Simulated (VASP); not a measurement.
# Ti3Al (Fm-3m) in VASP: single point with PBEsol

Aim: the single point of Ti3Al with PBEsol.

Program: VASP 6.6.1. These are calculated values, not measurements. Logs are shortened: lines on timing, memory, paths and dates and some standing lists are left out, and cuts for length are marked.

### Step 1. The cell of the first run

Symmetry: Fm-3m, No. 225, cubic system. Conventional cell: a = 6.370 Å, b = 6.370 Å, c = 6.370 Å, α = 90.00°, β = 90.00°, γ = 90.00°. Within 3.6 Å of Ti (site symmetry -43m) lie 4 Al at 2.76 Å and 10 Ti at 2.76 to 3.18 Å. Ti (site symmetry m-3m) has 8 Ti at 2.76 Å and 6 Al at 3.18 Å within 3.6 Å. Al (site symmetry m-3m) has 14 Ti at 2.76 to 3.18 Å within 3.6 Å.

### Step 2. Single point, PBEsol

INCAR

```
  PREC = Accurate
  ENCUT = 520
  EDIFF = 1E-6
  ISMEAR = 0
  SIGMA = 0.1
  LREAL = False
  LASPH = True
  NELM = 80
  ALGO = Fast
  ISIF = 2
  LWAVE = False
  LCHARG = True
  GGA = PS
  LELF = True
  LVHAR = True
  NBANDS = 28
```

KPOINTS

```
regular mesh
0
Gamma
  12 12 12
```

POSCAR

```
Ti3Al
1.0
    0.0000000000      3.1847926517      3.1847926517
    3.1847926517      0.0000000000      3.1847926517
    3.1847926517      3.1847926517      0.0000000000
Ti Al
3 1
Direct
    0.7500000000      0.7500000000      0.7500000000
    0.2500000000      0.2500000000      0.2500000000
    0.0000000000      0.0000000000      0.0000000000
    0.5000000000      0.5000000000      0.5000000000
```

Potentials or basis: VASP PAW PBE potentials, release 64 (Ti_sv, Al).

Started as:

```console
$ cat potpaw_PBE.64/Ti_sv/POTCAR potpaw_PBE.64/Al/POTCAR > POTCAR
$ mpirun -np 1 vasp_std > vasp.out
```

OUTCAR:

```text
PREC = Accurate
   ENCUT = 520
   EDIFF = 1E-6
   ISMEAR = 0
   LREAL = False
   LASPH = True
   NELM = 80
   ISIF = 2
   GGA = PS

 ion  position               nearest neighbor table
   1  0.750  0.750  0.750-   4 2.76   4 2.76   4 2.76   3 2.76   3 2.76   3 2.76   4 2.76   3 2.76

   2  0.250  0.250  0.250-   3 2.76   3 2.76   3 2.76   4 2.76   4 2.76   4 2.76   4 2.76   3 2.76

   3  0.000  0.000  0.000-   1 2.76   1 2.76   1 2.76   2 2.76   2 2.76   2 2.76   2 2.76   1 2.76

   4  0.500  0.500  0.500-   2 2.76   2 2.76   2 2.76   1 2.76   1 2.76   1 2.76   2 2.76   1 2.76

  LATTYP: Found a face centered cubic cell.
 ALAT       =     6.3695853034

  Lattice vectors:

 A1 = (   0.0000000000,   3.1847926517,   3.1847926517)
 A2 = (   3.1847926517,   0.0000000000,   3.1847926517)
 A3 = (   3.1847926517,   3.1847926517,   0.0000000000)

Analysis of symmetry for initial positions (statically):
=====================================================================
 Subroutine PRICEL returns:
 Original cell was already a primitive cell.

 Routine SETGRP: Setting up the symmetry group for a
 face centered cubic supercell.

 Subroutine GETGRP returns: Found 48 space group operations
 (whereof 48 operations were pure point group operations)
 out of a pool of 48 trial point group operations.

The static configuration has the point symmetry O_h .

Analysis of symmetry for dynamics (positions and initial velocities):
=====================================================================
 Subroutine PRICEL returns:
 Original cell was already a primitive cell.

 Routine SETGRP: Setting up the symmetry group for a
 face centered cubic supercell.

 Subroutine GETGRP returns: Found 48 space group operations
 (whereof 48 operations were pure point group operations)
 out of a pool of 48 trial point group operations.

The dynamic configuration has the point symmetry O_h .

 Subroutine INISYM returns: Found 48 space group operations
 (whereof 48 operations are pure point group operations),
 and found     1 'primitive' translations

----------------------------------------------------------------------------------------

                                     Primitive cell

  volume of cell :      64.6061

  direct lattice vectors                    reciprocal lattice vectors
     0.000000000  3.184792652  3.184792652    -0.156996092  0.156996092  0.156996092
     3.184792652  0.000000000  3.184792652     0.156996092 -0.156996092  0.156996092
     3.184792652  3.184792652  0.000000000     0.156996092  0.156996092 -0.156996092

  length of vectors
     4.503976961  4.503976961  4.503976961     0.271925208  0.271925208  0.271925208

  position of ions in fractional coordinates (direct lattice)
     0.750000000  0.750000000  0.750000000
     0.250000000  0.250000000  0.250000000
     0.000000000  0.000000000  0.000000000
     0.500000000  0.500000000  0.500000000

  ion indices of the primitive-cell ions
   primitive index   ion index
                 1           1
                 2           2
                 3           3
                 4           4

----------------------------------------------------------------------------------------

 KPOINTS: regular mesh

Automatic generation of k-mesh.
 Grid dimensions read from file:
 generate k-points for:   12   12   12

 Generating k-lattice:

  Cartesian coordinates                     Fractional coordinates (reciprocal lattice)
    -0.013083008  0.013083008  0.013083008     0.083333333  0.000000000  0.000000000
     0.013083008 -0.013083008  0.013083008     0.000000000  0.083333333  0.000000000
     0.013083008  0.013083008 -0.013083008     0.000000000  0.000000000  0.083333333

  Length of vectors
     0.022660434  0.022660434  0.022660434

  Shift w.r.t. Gamma in fractional coordinates (k-lattice)
     0.000000000  0.000000000  0.000000000

 Subroutine IBZKPT returns following result:
 ===========================================

 Found     72 irreducible k-points:

 Following reciprocal coordinates:
            Coordinates               Weight
  0.000000  0.000000  0.000000      1.000000
  0.083333  0.000000  0.000000      8.000000
  0.166667  0.000000  0.000000      8.000000
  0.250000  0.000000  0.000000      8.000000
  0.333333  0.000000  0.000000      8.000000
  0.416667  0.000000  0.000000      8.000000
[... 16 lines left out ...]
  0.500000  0.166667  0.000000     24.000000
 -0.416667  0.166667  0.000000     24.000000
 [... further k-points ...]
   k-points           NKPTS =     72   k-points in BZ     NKDIM =     72   number of bands    NBANDS=     28
   number of dos      NEDOS =    301   number of ions     NIONS =      4
   total plane-waves  NPLWV =  46656
   dimension x,y,z NGX =    36 NGY =   36 NGZ =   36
   dimension x,y,z NGXF=    72 NGYF=   72 NGZF=   72
   ions per type =               3   1
   NGX,Y,Z   is equivalent  to a cutoff of  13.29, 13.29, 13.29 a.u.
   NGXF,Y,Z  is equivalent  to a cutoff of  26.58, 26.58, 26.58 a.u.
 SYSTEM =  unknown system
   PREC   = accura    normal or accurate (medium, high low for compatibility)
   ISTART =      0    job   : 0-new  1-cont  2-samecut
   ICHARG =      2    charge: 1-file 2-atom 10-const
   ISPIN  =      1    spin polarized calculation?
   LNONCOLLINEAR =      F non collinear calculations
   LSORBIT =      F    spin-orbit coupling
   LASPH  =      T    aspherical Exc in radial PAW
   ENCUT  =  520.0 eV  38.22 Ry    6.18 a.u.   8.37  8.37  8.37*2*pi/ulx,y,z
   NELM   =     80;   NELMIN=  2; NELMDL= -5     # of ELM steps
   EDIFF  = 0.1E-05   stopping-criterion for ELM
   LREAL  =      F    real-space projection
   EDIFFG = 0.1E-04   stopping-criterion for IOM
   NSW    =      0    number of steps for IOM
   IBRION =     -1    ionic relax: 0-MD 1-quasi-New 2-CG
   NFREE  =      0    steps in history (QN), initial steepest desc. (CG)
   ISIF   =      2    stress and relaxation
   ISYM   =      2    0-nonsym 1-usesym 2-fastsym
   POTIM  = 0.5000    time-step for ionic-motion
   TEBEG  =    0.0;   TEEND  =   0.0 temperature during run
   PSTRESS=    0.0 pullay stress
   NELECT =      39.0000    total number of electrons
   NUPDOWN=      -1.0000    fix difference up-down
   EMIN   =  10.00;   EMAX   =-10.00  energy-range for DOS
   EFERMI =   0.00;   METHOD = LEGACY
   ISMEAR =     0;   SIGMA  =   0.10  broadening in eV -4-tet -1-fermi 0-gaus
   EFERMI_NEDOS =   21; number of points for ismear=-14 and -15
   IALGO  =     68    algorithm
   IMIX   =      4    mixing-type and parameters
     AMIX     =   0.40;   BMIX     =  1.00
     AMIX_MAG =   1.60;   BMIX_MAG =  1.00
  volume/ion in A,a.u.               =      16.15       109.00
  Fermi-wavevector in a.u.,A,eV,Ry     =   1.383583  2.614593 26.045657  1.914302
  Thomas-Fermi vector in A             =   2.508167
   LORBIT       =      0    0 simple, 1 ext, 2 COOP (PROOUT), +10 PAW based schemes
   GGA     = PS    functional components
   LHFCALC =     F    Hartree Fock is set to
   AEXX    =    0.0000 exact exchange contribution
   IVDW    =     0    specifies the selected vdW correction
   LEPSILON=     F    determine dielectric tensor
   LRPA    =     F    only Hartree local field effects (RPA)
 non-spin polarized calculation
 RMM-DIIS sequential band-by-band and
 Gauss-broadening in eV      SIGMA  =   0.10
  energy-cutoff  :      520.00
  volume of cell :       64.61
 maximum number of plane-waves:      1807
 NGX is ok and might be reduce to    36
   NGX = 17   NGY = 17   NGZ = 17

 number of electron      39.0000009 magnetization

 Free energy of the ion-electron system (eV)
  ---------------------------------------------------
  ext. energy  EPLUGINS =         0.00000000
  ---------------------------------------------------
  free energy    TOTEN  =       -29.69854182 eV

  energy without entropy =      -29.65646496  energy(sigma->0) =      -29.67750339

 E-fermi :   8.4237     XC(G=0): -11.5760

 val. band max:        8.4216716304   @ k =  -0.2500   0.3333   0.0833
 cond. band min:       8.4322346527   @ k =   0.4167   0.3333   0.0833
 fundamental gap:      0.0105630223
 Fermi energy:         8.4237045495

 k-point     1 :       0.0000    0.0000    0.0000
  band No.  band energies     occupation
      1     -47.8600      2.00000
      2     -47.7761      2.00000
      3     -47.5424      2.00000
      4     -24.2605      2.00000
      5     -24.2605      2.00000
      6     -24.2605      2.00000
[... 20 lines left out ...]
     27      11.6592      0.00000
     28      11.9652      0.00000

 k-point     2 :       0.0833    0.0000    0.0000
  band No.  band energies     occupation
      1     -47.8576      2.00000
      2     -47.7768      2.00000
      3     -47.5442      2.00000
      4     -24.2913      2.00000
      5     -24.2763      2.00000
      6     -24.2763      2.00000
[... 20 lines left out ...]
     27      11.6782      0.00000
     28      12.6028      0.00000

 k-point     3 :       0.1667    0.0000    0.0000
  band No.  band energies     occupation
      1     -47.8507      2.00000
      2     -47.7789      2.00000
      3     -47.5491      2.00000
      4     -24.3184      2.00000
      5     -24.2985      2.00000
      6     -24.2985      2.00000
[... 20 lines left out ...]
     27      11.6859      0.00000
     28      11.8998      0.00000

 k-point     4 :       0.2500    0.0000    0.0000
  band No.  band energies     occupation
      1     -47.8403      2.00000
      2     -47.7824      2.00000
      3     -47.5561      2.00000
      4     -24.3305      2.00000
      5     -24.3187      2.00000
      6     -24.3187      2.00000
[... 578 lines left out ...]
     27      11.4215      0.00000
     28      11.5680      0.00000

 k-point    23 :       0.5000    0.1667    0.0000
  band No.  band energies     occupation
      1     -47.8094      2.00000
      2     -47.7950      2.00000
      3     -47.5748      2.00000
      4     -24.3804      2.00000
      5     -24.3681      2.00000
      6     -24.3061      2.00000
[... 20 lines left out ...]
     27      11.3869      0.00000
     28      11.4674      0.00000

 k-point    24 :      -0.4167    0.1667    0.0000
  band No.  band energies     occupation
      1     -47.8069      2.00000
      2     -47.7969      2.00000
      3     -47.5754      2.00000
      4     -24.3701      2.00000
      5     -24.3690      2.00000
      6     -24.3098      2.00000
[... 20 lines left out ...]
     27      11.4611      0.00000
     28      11.5261      0.00000

 [... further k-points ...]
[... 5 lines left out ...]
  --------------------------------------------------------------------------------------
  -------------------------------------------------------------------------------------
  Total       -0.0238027     -0.0238027     -0.0238027      0.0000000     -0.0000000     -0.0000000
  in kB       -0.5902861     -0.5902861     -0.5902861      0.0000000     -0.0000000     -0.0000000
  external PRESSURE =      -0.5902861 kB  Pullay stress =       0.0000000 kB

 VOLUME and BASIS-vectors are now :
 -----------------------------------------------------------------------------
  energy-cutoff  :      520.00
  volume of cell :       64.61
      direct lattice vectors                 reciprocal lattice vectors
     0.000000000  3.184792652  3.184792652    -0.156996092  0.156996092  0.156996092
     3.184792652  0.000000000  3.184792652     0.156996092 -0.156996092  0.156996092
     3.184792652  3.184792652  0.000000000     0.156996092  0.156996092 -0.156996092

 POSITION                                       TOTAL-FORCE (eV/Angst)
 -----------------------------------------------------------------------------------
      4.77719      4.77719      4.77719        -0.000000      0.000000     -0.000000
      1.59240      1.59240      1.59240        -0.000000     -0.000000      0.000000
      0.00000      0.00000      0.00000         0.000000     -0.000000     -0.000000
      3.18479      3.18479      3.18479         0.000000     -0.000000     -0.000000
 -----------------------------------------------------------------------------------
    total drift:                                0.000000      0.000000      0.000000

  FREE ENERGIE OF THE ION-ELECTRON SYSTEM (eV)
  ---------------------------------------------------
  free  energy   TOTEN  =       -29.6985418155 eV

  energy  without entropy=      -29.6564649579  energy(sigma->0) =      -29.67750339
```

Wall time 9 min (1 thread of AMD EPYC 7R43 (Zen 3), shared host); peak memory 0.24 GiB.

What came out:

```yaml
Free_energy: -29.6985 eV
Pressure: -0.1 GPa
Band_gap_on_the_k_mesh: zero (an odd number of electrons rules out a gap without spin polarisation)
```

Caveat: the PAW data sets were made with another functional, which shifts forces and pressure a little.
